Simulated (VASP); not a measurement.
# Re (P6_3/mmc) in VASP: further runs, part 2 of 2

VASP 6.6.1. Earlier steps stand in the parts before.

### Step 3. Single point, PBE (strained)

Contents of INCAR:

```
PREC = Accurate
ENCUT = 520
EDIFF = 1E-6
ISMEAR = 0
SIGMA = 0.1
LREAL = False
LASPH = True
NELM = 60
ALGO = Fast
ISIF = 2
LWAVE = False
LCHARG = False
GGA = PE
NBANDS = 14
```

Contents of KPOINTS:

```
regular mesh
0
Gamma
  18 18 10
```

Contents of POSCAR:

```
Re
1.0
    2.8403599544      0.0000000000      0.0000000000
   -1.4201799773      2.4598238765      0.0000000000
    0.0000000000      0.0000000000      4.3265301662
Re
2
Direct
    0.3333333300      0.6666666700      0.2500000000
    0.6666666700      0.3333333300      0.7500000000
```

Potentials or basis: VASP PAW PBE potentials, release 64 (Re).

Command:

```console
$ cat potpaw_PBE.64/Re/POTCAR > POTCAR
$ mpirun -np 1 vasp_std > vasp.out
```

OUTCAR:

```text
PREC = Accurate
   ENCUT = 520
   EDIFF = 1E-6
   ISMEAR = 0
   LREAL = False
   LASPH = True
   NELM = 60
   ISIF = 2
   GGA = PE

 ion  position               nearest neighbor table
   1  0.333  0.667  0.250-   2 2.71   2 2.71   2 2.71   2 2.71   2 2.71   2 2.71
   2  0.667  0.333  0.750-   1 2.71   1 2.71   1 2.71   1 2.71   1 2.71   1 2.71

  LATTYP: Found a hexagonal cell.
 ALAT       =     2.8403599544
 C/A-ratio  =     1.5232330534

  Lattice vectors:

 A1 = (   2.8403599544,   0.0000000000,   0.0000000000)
 A2 = (  -1.4201799773,   2.4598238765,   0.0000000000)
 A3 = (   0.0000000000,   0.0000000000,   4.3265301662)

Analysis of symmetry for initial positions (statically):
=====================================================================
 Subroutine PRICEL returns:
 Original cell was already a primitive cell.

 Routine SETGRP: Setting up the symmetry group for a
 hexagonal supercell.

 Subroutine GETGRP returns: Found 24 space group operations
 (whereof 12 operations were pure point group operations)
 out of a pool of 24 trial point group operations.

The static configuration has the point symmetry D_3d.
[... 170 lines left out ...]
 Fermi energy:         7.5069178624

 k-point     1 :       0.0000    0.0000    0.0000
  band No.  band energies     occupation
      1      -2.1191      2.00000
      2       1.2007      2.00000
      3       5.9282      2.00000
      4       5.9282      2.00000
      5       6.7438      2.00000
      6       6.8975      2.00000
      7       6.8975      2.00000
      8       7.2410      1.99983
      9       7.2410      1.99983
     10       8.7957      0.00000
     11      10.7930      0.00000
     12      10.7930      0.00000
     13      17.8768      0.00000
     14      21.3787      0.00000
[... 377 lines left out ...]
      1       2.0736      2.00000
      2       2.2277      2.00000
      3       2.6729      2.00000
      4       5.0781      2.00000
      5       5.2777      2.00000
      6       6.5681      2.00000
      7       7.3032      1.99604
      8      10.7109      0.00000
      9      10.9441      0.00000
     10      11.9383      0.00000
     11      12.6088      0.00000
     12      15.1299      0.00000
     13      17.7285      0.00000
     14      18.1485      0.00000

 [... further k-points ...]
[... 5 lines left out ...]
  --------------------------------------------------------------------------------------
  -------------------------------------------------------------------------------------
  Total       -1.9680855     -1.9680855      2.2097233      0.0000000     -0.0000000      0.0000000
  in kB     -104.3127546   -104.3127547    117.1200743      0.0000000     -0.0000000      0.0000000
  external PRESSURE =     -30.5018117 kB  Pullay stress =       0.0000000 kB

 VOLUME and BASIS-vectors are now :
 -----------------------------------------------------------------------------
  energy-cutoff  :      520.00
  volume of cell :       30.23
      direct lattice vectors                 reciprocal lattice vectors
     2.840359954  0.000000000  0.000000000     0.352068053  0.203266585  0.000000000
    -1.420179977  2.459823876  0.000000000     0.000000000  0.406533171  0.000000000
     0.000000000  0.000000000  4.326530166     0.000000000  0.000000000  0.231132099

 POSITION                                       TOTAL-FORCE (eV/Angst)
 -----------------------------------------------------------------------------------
     -0.00000      1.63988      1.08163         0.000000     -0.000000      0.000000
      1.42018      0.81994      3.24490        -0.000000      0.000000      0.000000
 -----------------------------------------------------------------------------------
    total drift:                               -0.000000      0.000000     -0.000000

  FREE ENERGIE OF THE ION-ELECTRON SYSTEM (eV)
  ---------------------------------------------------
  free  energy   TOTEN  =       -24.7664802723 eV

  energy  without entropy=      -24.7565402328  energy(sigma->0) =      -24.76151025
```

OSZICAR:

```text
N       E                     dE             d eps       ncg     rms          rms(c)
DAV:   1     0.204872301447E+02    0.20487E+02   -0.68025E+03 12396   0.124E+03
DAV:   2    -0.251024200990E+02   -0.45590E+02   -0.40149E+02 10136   0.280E+02
DAV:   3    -0.261725525566E+02   -0.10701E+01   -0.10403E+01  9678   0.440E+01
DAV:   4    -0.261831867434E+02   -0.10634E-01   -0.10625E-01  9646   0.308E+00
DAV:   5    -0.261833998108E+02   -0.21307E-03   -0.21305E-03  9568   0.757E-01    0.407E+01
RMM:   6    -0.250601799948E+02    0.11232E+01   -0.20474E-01  6510   0.220E+01    0.152E+01
RMM:   7    -0.247717785795E+02    0.28840E+00   -0.24962E+00  9343   0.223E+01    0.148E+00
RMM:   8    -0.247694814984E+02    0.22971E-02   -0.84283E-02  9092   0.416E+00    0.768E-01
RMM:   9    -0.247671927515E+02    0.22887E-02   -0.16800E-02  9724   0.787E-01    0.149E-01
RMM:  10    -0.247664074046E+02    0.78535E-03   -0.85841E-04  7631   0.102E+00    0.100E-01
RMM:  11    -0.247664796139E+02   -0.72209E-04   -0.15093E-03  9675   0.323E-01    0.140E-02
RMM:  12    -0.247664805454E+02   -0.93145E-06   -0.10130E-04  9323   0.655E-02    0.451E-03
RMM:  13    -0.247664802723E+02    0.27311E-06   -0.59890E-06  7543   0.305E-02
   1 F= -.24766480E+02 E0= -.24761510E+02  d E =-.994004E-02
```

stdout:

```text
POSCAR found type information on POSCAR Re
 POSCAR found :  1 types and       2 ions
 scaLAPACK will be used
 LDA part: xc-table for (Slater+PW92), standard interpolation
 POSCAR, INCAR and KPOINTS ok, starting setup
 FFT: planning ... GRIDC
 FFT: planning ... GRID_SOFT
 FFT: planning ... GRID
 WAVECAR not read
 entering main loop
```

Wall time 45 s (1 thread of Intel Xeon 6975P-C (Granite Rapids), shared host); peak memory 0.21 GiB.

What came out:

- Free energy: -24.7665 eV
- Pressure: -3.1 GPa
- Band gap on the k mesh: zero (band 7 reaches 8.94 eV, above the bottom of band 8 at 5.65 eV)

Stress tensor (GPa, compression positive):
```
-10.43   0.00   0.00
  0.00 -10.43   0.00
  0.00   0.00  11.71
```

Levels at points of the mesh, in eV from the Fermi level:
| k point | band 4 | band 5 | band 6 | band 7 | band 8 | band 9 | band 10 | band 11 |
| --- | --- | --- | --- | --- | --- | --- | --- | --- |
| (0.00, 0.00, 0.00) | -1.58 | -0.76 | -0.61 | -0.61 | -0.27 | -0.27 | 1.29 | 3.29 |
| (0.50, 0.00, 0.00) | -2.25 | -1.90 | -0.84 | -0.11 | 3.36 | 4.04 | 4.60 | 5.71 |
| (0.00, 0.00, 0.50) | -1.89 | -1.86 | -1.86 | -1.86 | -1.86 | 2.58 | 2.58 | 2.58 |
| (0.50, 0.00, 0.50) | -3.64 | 0.20 | 0.20 | 0.89 | 0.89 | 3.77 | 3.77 | 4.64 |

Caveat: the cell differs from its parent crystal (strained); spin-orbit coupling is left out, which moves the levels of the heavy elements.

### Step 4. Single point, PBE (strained)

Contents of INCAR:

```
SYSTEM = Re
PREC = Accurate
ENCUT = 520
EDIFF = 1E-6
ISMEAR = 0
SIGMA = 0.1
LREAL = .FALSE.
LASPH = .TRUE.
NELM = 100
ALGO = Normal
ISIF = 2
LWAVE = .FALSE.
LCHARG = .FALSE.
GGA = PE
NBANDS = 14
```

Contents of KPOINTS:

```
regular mesh
0
G
  18 18 10
  0 0 0
```

Contents of POSCAR:

```
Re
1.0
    2.7596397856      0.0000000000      0.0000000000
   -1.3798198928      2.3899181596      0.0000000000
    0.0000000000      0.0000000000      4.8669829588
Re
2
Direct
    0.3333333300      0.6666666700      0.2500000000
    0.6666666700      0.3333333300      0.7500000000
```

Command:

```console
$ cat potpaw_PBE.64/Re/POTCAR > POTCAR
$ mpirun -np 1 vasp_std > vasp.out
```

It took 45 s on 1 thread of Intel Xeon 6975P-C (Granite Rapids), shared host; peak memory 0.22 GiB.

It converged, with:

| Property | Result |
| --- | --- |
| Free energy | -24.4979 eV |
| Pressure | -20.4 GPa |
| Band gap on the k mesh | zero (band 7 reaches 8.23 eV, above the bottom of band 8 at 5.63 eV) |

Stress tensor (GPa, compression positive):
```
 -9.94   0.00   0.00
  0.00  -9.94   0.00
  0.00   0.00 -41.19
```

Levels at points of the mesh, in eV from the Fermi level:
| k point | band 3 | band 4 | band 5 | band 6 | band 7 | band 8 | band 9 | band 10 | band 11 | band 12 |
| --- | --- | --- | --- | --- | --- | --- | --- | --- | --- | --- |
| (0.00, 0.00, 0.00) | -2.45 | -1.39 | -1.39 | -0.87 | -0.87 | -0.51 | 0.75 | 0.75 | 2.87 | 2.87 |
| (0.50, 0.00, 0.00) | -4.91 | -1.95 | -1.47 | -1.20 | -1.17 | 3.21 | 4.02 | 4.30 | 5.24 | 6.22 |
| (0.00, 0.00, 0.50) | -2.77 | -2.77 | -1.37 | -1.37 | -1.37 | -1.37 | 2.14 | 2.14 | 2.14 | 2.14 |
| (0.50, 0.00, 0.50) | -4.07 | -4.07 | 0.56 | 0.56 | 0.71 | 0.71 | 3.87 | 3.87 | 4.18 | 4.18 |

Caveat: the cell differs from its parent crystal (strained); spin-orbit coupling is left out, which moves the levels of the heavy elements.

### Step 5. Summary

```csv
cell,gap on the mesh (eV),pressure (GPa)
"a = 2.763, b = 2.763, c = 4.537 Å, angles 90.0, 90.0, 120.0°, 2 atoms",none,-1.6
"a = 2.840, b = 2.840, c = 4.327 Å, angles 90.0, 90.0, 120.0°, 2 atoms",none,-3.1
"a = 2.760, b = 2.760, c = 4.867 Å, angles 90.0, 90.0, 120.0°, 2 atoms",none,-20.4
```

Alike in all rows: task single point; level PBE; potentials or basis VASP PAW PBE potentials, release 64 (Re); no spin polarisation; k mesh 18 × 18 × 10; cutoff (eV) 520; smearing gaussian 0.1 eV.

Caveats: spin-orbit coupling is left out, which moves the levels of the heavy elements.

Total energies depend on the potentials used, so only differences within one code and one set of settings carry meaning.
